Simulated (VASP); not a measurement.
A run of VASP 6.6.1 is set up as follows.

INCAR

```
SYSTEM = Te
PREC = Accurate
ENCUT = 520
EDIFF = 1E-7
ISMEAR = -1
SIGMA = 0.1
LREAL = .False.
LASPH = .True.
NELM = 60
ALGO = Normal
ISIF = 2
LWAVE = .False.
LCHARG = .False.
GGA = RP
NBANDS = 13
```

File KPOINTS:

```
Automatic mesh
0
Gamma
  11 11 6
  0 0 0
```

Contents of POSCAR:

```
Te
1.0
    4.1354882062      0.0000000000      0.0000000000
   -2.0677441031      3.5814378436      0.0000000000
    0.0000000000      0.0000000000      4.4065499877
Te
2
Direct
    0.3333333333      0.6666666667      0.2500000000
    0.6666666667      0.3333333333      0.7500000000
```

Potentials or basis: VASP PAW PBE potentials, release 64 (Te).

Command:

```console
$ cat potpaw_PBE.64/Te/POTCAR > POTCAR
$ mpirun -np 1 vasp_std > vasp.out
```

What does it give for the band gap on the k mesh?

Zero (bands 6 and 7 overlap by 1.87 eV).

Estimate the pressure.

-0.1 GPa.

Caveat: the PAW data sets were made with another functional, which shifts forces and pressure a little; spin-orbit coupling is left out, which moves the levels of the heavy elements.
